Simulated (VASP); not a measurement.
# Tl (Im-3m) in VASP: a series of runs

Runs on Tl. Level: PBE. Tasks: single point, relaxation of cell and atoms.

All numbers are computed with VASP 6.6.1; they aren't measurements. Logs are shortened: lines on timing, memory, paths and dates and some standing lists are left out, and cuts for length are marked.

## (1) The cell of the first run

The structure is cubic, space group Im-3m (No. 229). The conventional cell has a = 3.974 Å, b = 3.974 Å, c = 3.974 Å, α = 90.00°, β = 90.00°, γ = 90.00°. Within 4.5 Å of Tl (site symmetry m-3m) lie 14 Tl at 3.44 to 3.97 Å.

This isn't the form of Tl at room conditions, which is hcp.

## (2) Single point, PBE

INCAR reads:

```
SYSTEM = Tl
PREC     = Accurate       ! precision mode
ENCUT    = 520            ! plane-wave cutoff, eV
EDIFF    = 1E-7           ! SCF threshold, eV
ISMEAR   = 0              ! smearing method
SIGMA    = 0.1            ! smearing width, eV
LREAL    = .FALSE.        ! projectors in reciprocal space
LASPH    = .TRUE.         ! aspherical terms in the spheres
NELM     = 100            ! most SCF steps
ALGO     = Normal         ! electronic algorithm
ISIF     = 2              ! what is computed and relaxed
LWAVE    = .FALSE.        ! write WAVECAR
LCHARG   = .TRUE.         ! write CHGCAR
GGA      = PE             ! functional
LELF     = .TRUE.         ! ELF
LVHAR    = .TRUE.       
NBANDS   = 12             ! bands
```

KPOINTS reads:

```
regular mesh
0
G
  16 16 16
  0 0 0
```

POSCAR reads:

```
Tl
1.0
   -1.9871660442      1.9871660442      1.9871660442
    1.9871660442     -1.9871660442      1.9871660442
    1.9871660442      1.9871660442     -1.9871660442
Tl
1
Direct
    0.0000000000      0.0000000000      0.0000000000
```

Potentials or basis: VASP PAW PBE potentials, release 64 (Tl_d).

The run is started by

```console
$ cat potpaw_PBE.64/Tl_d/POTCAR > POTCAR
$ mpirun -np 1 vasp_std > vasp.out
```

OUTCAR:

```text
SYSTEM = Tl
   PREC = Accurate
   ENCUT = 520
   EDIFF = 1E-7
   ISMEAR = 0
   LREAL = .FALSE.
   LASPH = .TRUE.
   NELM = 100
   ISIF = 2
   GGA = PE

 ion  position               nearest neighbor table
   1  0.000  0.000  0.000-

  LATTYP: Found a body centered cubic cell.
 ALAT       =     3.9743320884

  Lattice vectors:

 A1 = (  -1.9871660442,   1.9871660442,   1.9871660442)
 A2 = (   1.9871660442,  -1.9871660442,   1.9871660442)
 A3 = (   1.9871660442,   1.9871660442,  -1.9871660442)

Analysis of symmetry for initial positions (statically):
=====================================================================
 Subroutine PRICEL returns:
 Original cell was already a primitive cell.

 Routine SETGRP: Setting up the symmetry group for a
 body centered cubic supercell.

 Subroutine GETGRP returns: Found 48 space group operations
 (whereof 48 operations were pure point group operations)
 out of a pool of 48 trial point group operations.

The static configuration has the point symmetry O_h .

Analysis of symmetry for dynamics (positions and initial velocities):
=====================================================================
 Subroutine PRICEL returns:
 Original cell was already a primitive cell.

 Routine SETGRP: Setting up the symmetry group for a
 body centered cubic supercell.

 Subroutine GETGRP returns: Found 48 space group operations
 (whereof 48 operations were pure point group operations)
 out of a pool of 48 trial point group operations.

The dynamic configuration has the point symmetry O_h .

 Subroutine INISYM returns: Found 48 space group operations
 (whereof 48 operations are pure point group operations),
 and found     1 'primitive' translations

----------------------------------------------------------------------------------------

                                     Primitive cell

  volume of cell :      31.3879

  direct lattice vectors                    reciprocal lattice vectors
    -1.987166044  1.987166044  1.987166044     0.000000000  0.251614605  0.251614605
     1.987166044 -1.987166044  1.987166044     0.251614605  0.000000000  0.251614605
     1.987166044  1.987166044 -1.987166044     0.251614605  0.251614605  0.000000000

  length of vectors
     3.441872552  3.441872552  3.441872552     0.355836787  0.355836787  0.355836787

  position of ions in fractional coordinates (direct lattice)
     0.000000000  0.000000000  0.000000000

[... 82 lines left out ...]
   ISYM   =      2    0-nonsym 1-usesym 2-fastsym
   POTIM  = 0.5000    time-step for ionic-motion
   TEBEG  =    0.0;   TEEND  =   0.0 temperature during run
   PSTRESS=    0.0 pullay stress
   NELECT =      13.0000    total number of electrons
   NUPDOWN=      -1.0000    fix difference up-down
   EMIN   =  10.00;   EMAX   =-10.00  energy-range for DOS
   EFERMI =   0.00;   METHOD = LEGACY
   ISMEAR =     0;   SIGMA  =   0.10  broadening in eV -4-tet -1-fermi 0-gaus
   EFERMI_NEDOS =   21; number of points for ismear=-14 and -15
   IALGO  =     38    algorithm
   IMIX   =      4    mixing-type and parameters
     AMIX     =   0.40;   BMIX     =  1.00
     AMIX_MAG =   1.60;   BMIX_MAG =  1.00
  volume/ion in A,a.u.               =      31.39       211.82
  Fermi-wavevector in a.u.,A,eV,Ry     =   1.220305  2.306042 20.261045  1.489145
  Thomas-Fermi vector in A             =   2.355527
   LORBIT       =      0    0 simple, 1 ext, 2 COOP (PROOUT), +10 PAW based schemes
   GGA     = PE    functional components
   LHFCALC =     F    Hartree Fock is set to
   AEXX    =    0.0000 exact exchange contribution
   IVDW    =     0    specifies the selected vdW correction
   LEPSILON=     F    determine dielectric tensor
   LRPA    =     F    only Hartree local field effects (RPA)
 non-spin polarized calculation
 Gauss-broadening in eV      SIGMA  =   0.10
  energy-cutoff  :      520.00
  volume of cell :       31.39
 maximum number of plane-waves:       887
 NGX is ok and might be reduce to    28
   NGX = 13   NGY = 13   NGZ = 13

 number of electron      12.9999998 magnetization

 Free energy of the ion-electron system (eV)
  ---------------------------------------------------
  ext. energy  EPLUGINS =         0.00000000
  ---------------------------------------------------
  free energy    TOTEN  =        -2.22217498 eV

  energy without entropy =       -2.21883641  energy(sigma->0) =       -2.22050570

 E-fermi :   5.6205     XC(G=0):  -9.7351

 val. band max:        5.5766725291   @ k =   0.2500   0.2500   0.1875
 cond. band min:       5.6304486159   @ k =  -0.3750   0.3750   0.1250
 fundamental gap:      0.0537760868
 Fermi energy:         5.6205201811

 k-point     1 :       0.0000    0.0000    0.0000
  band No.  band energies     occupation
      1      -5.9172      2.00000
      2      -5.9172      2.00000
      3      -5.9172      2.00000
      4      -5.5732      2.00000
      5      -5.5732      2.00000
      6      -3.7982      2.00000
      7      15.5192      0.00000
      8      15.5192      0.00000
      9      15.5192      0.00000
     10      17.7543      0.00000
     11      17.7543      0.00000
     12      17.7543      0.00000
[... 331 lines left out ...]
 k-point    24 :       0.2500    0.1875   -0.0000
  band No.  band energies     occupation
      1      -6.0038      2.00000
      2      -5.8823      2.00000
      3      -5.6284      2.00000
      4      -5.6146      2.00000
      5      -5.5034      2.00000
      6      -0.7840      2.00000
      7       6.2760      0.00000
      8       8.9244      0.00000
      9      12.2205      0.00000
     10      16.9897      0.00000
     11      17.9311      0.00000
     12      20.2281      0.00000

 [... further k-points ...]

------------------------ aborting loop because EDIFF is reached ----------------------------------------

  FORCE on cell =-STRESS in cart. coord.  units (eV):
  Direction    XX          YY          ZZ          XY          YZ          ZX
  --------------------------------------------------------------------------------------
  -------------------------------------------------------------------------------------
  Total       -0.0138717     -0.0138717     -0.0138717     -0.0000000      0.0000000     -0.0000000
  in kB       -0.7080707     -0.7080707     -0.7080707     -0.0000000      0.0000000     -0.0000000
  external PRESSURE =      -0.7080707 kB  Pullay stress =       0.0000000 kB

 VOLUME and BASIS-vectors are now :
 -----------------------------------------------------------------------------
  energy-cutoff  :      520.00
  volume of cell :       31.39
      direct lattice vectors                 reciprocal lattice vectors
    -1.987166044  1.987166044  1.987166044     0.000000000  0.251614605  0.251614605
     1.987166044 -1.987166044  1.987166044     0.251614605  0.000000000  0.251614605
     1.987166044  1.987166044 -1.987166044     0.251614605  0.251614605  0.000000000

 POSITION                                       TOTAL-FORCE (eV/Angst)
 -----------------------------------------------------------------------------------
      0.00000      0.00000      0.00000         0.000000     -0.000000      0.000000
 -----------------------------------------------------------------------------------
    total drift:                               -0.000000     -0.000000     -0.000000

  FREE ENERGIE OF THE ION-ELECTRON SYSTEM (eV)
  ---------------------------------------------------
  free  energy   TOTEN  =        -2.2221749849 eV

  energy  without entropy=       -2.2188364067  energy(sigma->0) =       -2.22050570
```

stdout:

```text
POSCAR found type information on POSCAR Tl
 POSCAR found :  1 types and       1 ions
 scaLAPACK will be used
 LDA part: xc-table for (Slater+PW92), standard interpolation
 POSCAR, INCAR and KPOINTS ok, starting setup
 FFT: planning ... GRIDC
 FFT: planning ... GRID_SOFT
 FFT: planning ... GRID
 WAVECAR not read
 entering main loop
```

It took 75 s on 1 thread of Intel Xeon 8259CL, shared host; peak memory 0.19 GiB.

Results:

```yaml
Free_energy: -2.2222 eV
Pressure: -0.1 GPa
Band_gap_on_the_k_mesh: zero (an odd number of electrons rules out a gap without spin polarisation)
```

Caveat: spin-orbit coupling is left out, which moves the levels of the heavy elements.

## (3) Relaxation of cell and atoms, PBE

This run uses another cell than the first one, of 27.94 Å³/atom.

INCAR reads:

```
  PREC = Accurate
  ENCUT = 600
  EDIFF = 1E-7
  ISMEAR = 0
  SIGMA = 0.1
  LREAL = False
  LASPH = True
  NELM = 100
  ALGO = Normal
  ISIF = 3
  LWAVE = False
  LCHARG = False
  GGA = PE
  IBRION = 2
  NSW = 80
  EDIFFG = -0.01
```

KPOINTS reads:

```
regular mesh
0
Gamma
  16 16 16
```

POSCAR reads:

```
Tl
1.0
   -1.9116059333      1.9116059333      1.9116059333
    1.9116059333     -1.9116059333      1.9116059333
    1.9116059333      1.9116059333     -1.9116059333
Tl
1
Direct
    0.0000000000      0.0000000000      0.0000000000
```

Potentials or basis: VASP PAW PBE potentials, release 64 (Tl_d).

The run is started by

```console
$ cat potpaw_PBE.64/Tl_d/POTCAR > POTCAR
$ mpirun -np 1 vasp_std > vasp.out
```

OUTCAR:

```text
PREC = Accurate
   ENCUT = 600
   EDIFF = 1E-7
   ISMEAR = 0
   LREAL = False
   LASPH = True
   NELM = 100
   ISIF = 3
   GGA = PE
   IBRION = 2
   NSW = 80
   EDIFFG = -0.01

 ion  position               nearest neighbor table
   1  0.000  0.000  0.000-

  LATTYP: Found a body centered cubic cell.
 ALAT       =     3.8232118666

  Lattice vectors:

 A1 = (  -1.9116059333,   1.9116059333,   1.9116059333)
 A2 = (   1.9116059333,  -1.9116059333,   1.9116059333)
 A3 = (   1.9116059333,   1.9116059333,  -1.9116059333)

Analysis of symmetry for initial positions (statically):
=====================================================================
 Subroutine PRICEL returns:
 Original cell was already a primitive cell.

 Routine SETGRP: Setting up the symmetry group for a
[... 175 lines left out ...]

 k-point     1 :       0.0000    0.0000    0.0000
  band No.  band energies     occupation
      1      -4.8922      2.00000
      2      -4.8922      2.00000
      3      -4.8922      2.00000
      4      -4.4367      2.00000
      5      -4.4367      2.00000
      6      -3.3798      2.00000
      7      17.9215      0.00000
      8      17.9215      0.00000
      9      17.9215      0.00000
     10      19.2220      0.00000
[... 368 lines left out ...]
--------------------------------------- Ionic step        3  -------------------------------------------

 number of electron      12.9999998 magnetization

 Free energy of the ion-electron system (eV)
  ---------------------------------------------------
  ext. energy  EPLUGINS =         0.00000000
  ---------------------------------------------------
  free energy    TOTEN  =        -2.22113883 eV

  energy without entropy =       -2.21780340  energy(sigma->0) =       -2.21947111

 E-fermi :   5.6257     XC(G=0):  -9.7377

 val. band max:        5.5813413183   @ k =   0.2500   0.2500   0.1875
 cond. band min:       5.6357777744   @ k =  -0.3750   0.3750   0.1250
 fundamental gap:      0.0544364561
 Fermi energy:         5.6256724510

 k-point     1 :       0.0000    0.0000    0.0000
  band No.  band energies     occupation
      1      -5.9128      2.00000
      2      -5.9128      2.00000
      3      -5.9128      2.00000
      4      -5.5683      2.00000
      5      -5.5683      2.00000
      6      -3.7964      2.00000
      7      15.5298      0.00000
      8      15.5298      0.00000
      9      15.5298      0.00000
     10      17.7610      0.00000
[... 327 lines left out ...]
  FREE ENERGIE OF THE ION-ELECTRON SYSTEM (eV)
  ---------------------------------------------------
  free  energy   TOTEN  =        -2.2211388277 eV

  energy  without entropy=       -2.2178033986  energy(sigma->0) =       -2.21947111

 reached required accuracy - stopping structural energy minimisation
```

CONTCAR:

```text
Tl
   1.00000000000000
    -1.9868022922079800    1.9868022922079800    1.9868022922079800
     1.9868022922079800   -1.9868022922079800    1.9868022922079800
     1.9868022922079800    1.9868022922079800   -1.9868022922079800
  Tl
     1
Direct
     0.0000000000000000    0.0000000000000000    0.0000000000000000

  0.00000000E+00  0.00000000E+00  0.00000000E+00
```

Wall time 2.6 min (1 thread of Intel Xeon 8259CL, shared host); peak memory 0.2 GiB.

Results:

```
Free energy                           : -2.2211 eV
Relaxed volume                        : 31.37 Å³/atom
Relaxed cell                          : a = 3.441 Å, b = 3.441 Å, c = 3.441 Å, α = 109.47°, β = 109.47°, γ = 109.47°
Space group after relaxing (to 0.1 Å) : Im-3m (No. 229)
Energy gained by relaxing             : 39.2 meV/atom
Ionic steps                           : 3
Pressure after relaxing               : 0.0 GPa
Band gap on the k mesh                : zero (an odd number of electrons rules out a gap without spin polarisation)
```

Step by step:
```tsv
step	energy change (eV)	largest force (eV/Å)	pressure (GPa)	volume (Å³)
1	0.0000	0.0000	4.20	27.94
2	-0.0389	0.0000	0.29	31.01
3	-0.0392	0.0000	-0.04	31.37
```

Final structure:
```xyz
1
Lattice="-1.9868 1.9868 1.9868 1.9868 -1.9868 1.9868 1.9868 1.9868 -1.9868" Properties=species:S:1:pos:R:3 pbc="T T T"
Tl    0.0000    0.0000    0.0000
```

Caveat: spin-orbit coupling is left out, which moves the levels of the heavy elements.
